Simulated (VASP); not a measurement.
Input of a VASP 6.6.1 run:

Contents of INCAR:

```
PREC = Accurate
ENCUT = 520
EDIFF = 1E-6
ISMEAR = -1
SIGMA = 0.05
LREAL = False
LASPH = True
NELM = 120
ALGO = Normal
ISIF = 2
LWAVE = False
LCHARG = False
GGA = PE
ISYM = 0
NBANDS = 88
GGA_COMPAT = False
```

The input KPOINTS:

```
Automatic mesh
0
Gamma
  1 1 1
  0.25 0.25 0.25
```

File POSCAR:

```
Ti5B7N12
1.0
    6.0637790000     -0.1437410000      0.1403350000
   -0.1437410000      6.1871700000     -0.0470690000
    0.1403350000     -0.0470690000      6.1640550000
Ti N B
5 12 7
Direct
    0.2538582965      0.3345918455      0.3295753687
    0.7153883533      0.3418231645      0.4748218908
    0.5159583887      0.8258395057      0.4343631618
    0.2600447399      0.6401681370      0.7940683033
    0.6711133124      0.4592296731      0.0233393107
    0.7858341255      0.8627522278      0.6031595845
    0.6293574680      0.8000557540      0.0977604749
    0.3438114878      0.3802033831      1.0029139922
    0.5586433509      0.5353901737      0.6863555023
    0.4831208232      0.1413407545      0.4076357215
    0.9454885799      0.5187483679      0.7981445375
    0.3415310841      0.9831956132      0.8608294815
    0.7698382892      0.1300157012      0.9511763689
    0.9134001202      0.4940882439      0.2310419413
    0.2289788007      0.6496616554      0.4291457789
    1.0075760100      0.2020474047      0.5570260145
    0.0042729026      0.9276007158      0.2466406611
    0.7778384162      0.6528552387      0.6988692166
    0.0404048860      0.6823737373      0.2908809915
    0.8218039456      0.9617937290      0.1071912584
    0.9366447779      0.9923090706      0.4752311507
    0.2283387133      0.1948089194      0.8993874240
    0.9656375196      0.2443876208      0.7971924877
    0.5582563098      0.9762453195      0.9388861702
```

Potentials or basis: VASP PAW PBE potentials, release 64 (Ti_sv, N, B).

The run is started by

```sh
$ cat potpaw_PBE.64/Ti_sv/POTCAR potpaw_PBE.64/N/POTCAR potpaw_PBE.64/B/POTCAR > POTCAR
$ mpirun -np 1 vasp_std > vasp.out
```

Problem. Estimate the band gap on the k mesh.

Solution. Zero (an odd number of electrons rules out a gap without spin polarisation).

Problem. Estimate the largest force.

Solution. 2.134 eV/Å.

Problem. Estimate the pressure.

Solution. -3.6 GPa.

Stress tensor (GPa, compression positive):
```
 -1.60   0.50  -1.87
  0.50 -10.45   3.17
 -1.87   3.17   1.23
```

Caveat: the k points lie up to 1.04 Å⁻¹ apart, too coarse for converged energies and pressures of a metal; the atoms stand as in a frame of molecular dynamics; an odd number of electrons without spin polarisation forces a metal; a magnetic or distorted state may lie lower.
